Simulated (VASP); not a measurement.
Input of a VASP 6.6.1 run:

Contents of INCAR:

```
SYSTEM = HfNb2O5
PREC = Accurate ; ENCUT = 520
EDIFF = 1E-7 ; ISMEAR = 0
SIGMA = 0.15 ; LREAL = Auto
LASPH = .True. ; NELM = 80
ALGO = Normal ; ISIF = 2
LWAVE = .False. ; LCHARG = .True.
GGA = PE ; LELF = .True.
LVHAR = .True. ; NBANDS = 80
```

File KPOINTS:

```
regular mesh
0
Gamma
  3 3 2
  0 0 0
```

The input POSCAR:

```
HfNb2O5
1.0
    1.9508882189     -4.9482727144      0.0000000000
    1.9508882189      4.9482727144      0.0000000000
    0.0000000000      0.0000000000     11.1864904583
Hf Nb O
2 4 10
Direct
    0.7829856096      0.2170143904      0.7500000000
    0.2170143904      0.7829856096      0.2500000000
    0.1178335375      0.8821664625      0.5423222190
    0.1178335375      0.8821664625      0.9576777810
    0.8821664625      0.1178335375      0.0423222190
    0.8821664625      0.1178335375      0.4576777810
    0.9370598294      0.0629401706      0.6332861597
    0.9370598294      0.0629401706      0.8667138403
    0.0629401706      0.9370598294      0.1332861597
    0.0629401706      0.9370598294      0.3667138403
    0.6755386577      0.3244613423      0.9279216852
    0.6755386577      0.3244613423      0.5720783148
    0.3244613423      0.6755386577      0.4279216852
    0.3244613423      0.6755386577      0.0720783148
    0.2119847933      0.7880152067      0.7500000000
    0.7880152067      0.2119847933      0.2500000000
```

Potentials or basis: VASP PAW PBE potentials, release 64 (Hf_pv, Nb_sv, O).

Command:

```bash
$ cat potpaw_PBE.64/Hf_pv/POTCAR potpaw_PBE.64/Nb_sv/POTCAR potpaw_PBE.64/O/POTCAR > POTCAR
$ mpirun -np 1 vasp_std > vasp.out
```

**Question.** Estimate the pressure.

**Answer.** -1.0 GPa.

**Question.** What does it give for the band gap on the k mesh?

**Answer.** 0.15 eV, direct.

**Question.** Predict the largest force.

**Answer.** 0.162 eV/Å.

Stress tensor (GPa, compression positive):
```
-1.00  0.00  0.00
 0.00 -1.14  0.00
 0.00  0.00 -1.00
```

Caveat: the k points lie up to 0.58 Å⁻¹ apart; spin-orbit coupling is left out, which moves the levels of the heavy elements. A k mesh can miss the band edges.
